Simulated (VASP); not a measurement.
Wanted: the native input for a VASP 6.6.1 run.

```yaml
Task: single point
Functional: PBEsol
Potentials_or_basis: VASP PAW PBE potentials, release 64 (Ge_d)
Cutoff: 520 eV
k_mesh: 14 × 14 × 14
Occupations: gaussian, width 0.15 eV
Spin: no spin polarisation
Dipole_correction: no
Further_INCAR_settings: ALGO = Normal; EDIFF = 1e-07; NBANDS = 21
```

The structure of Ge lies in POSCAR:

```
Ge
1.0
    0.0000000000      2.7904693977      2.7904693977
    2.7904693977      0.0000000000      2.7904693977
    2.7904693977      2.7904693977      0.0000000000
Ge
2
Direct
    0.5049332919      0.4950667081      0.4950667081
    0.7450667081      0.7549332919      0.7549332919
```

This cell differs from its parent crystal: atoms displaced along a vibrational mode, the cell strained.

One way to write it, as run:

INCAR

```
SYSTEM = Ge
  PREC = Accurate
  ENCUT = 520
  EDIFF = 1E-7
  ISMEAR = 0
  SIGMA = 0.15
  LREAL = .False.
  LASPH = .True.
  NELM = 100
  ALGO = Normal
  ISIF = 2
  LWAVE = .False.
  LCHARG = .False.
  GGA = PS
  NBANDS = 21
```

KPOINTS

```
regular mesh
0
Gamma
  14 14 14
  0 0 0
```

Potentials or basis: VASP PAW PBE potentials, release 64 (Ge_d).

The run is started by

```bash
$ cat potpaw_PBE.64/Ge_d/POTCAR > POTCAR
$ mpirun -np 1 vasp_std > vasp.out
```

It gave:

```yaml
Pressure: 3.9 GPa
Largest_force: 0.669 eV/Å
Band_gap_on_the_k_mesh: zero (bands 14 and 15 overlap by 0.09 eV)
```

Caveat: the cell differs from its parent crystal (atoms displaced along a vibrational mode, the cell strained); the cell stands under pressure; semilocal functionals underestimate gaps, and a narrow one can read as zero; the PAW data sets were made with another functional, which shifts forces and pressure a little.

Run time: 2.7 min on 1 thread of Intel(R) Xeon(R) 6975P-C (Granite Rapids), with other jobs on the host, peak memory 0.41 GiB.
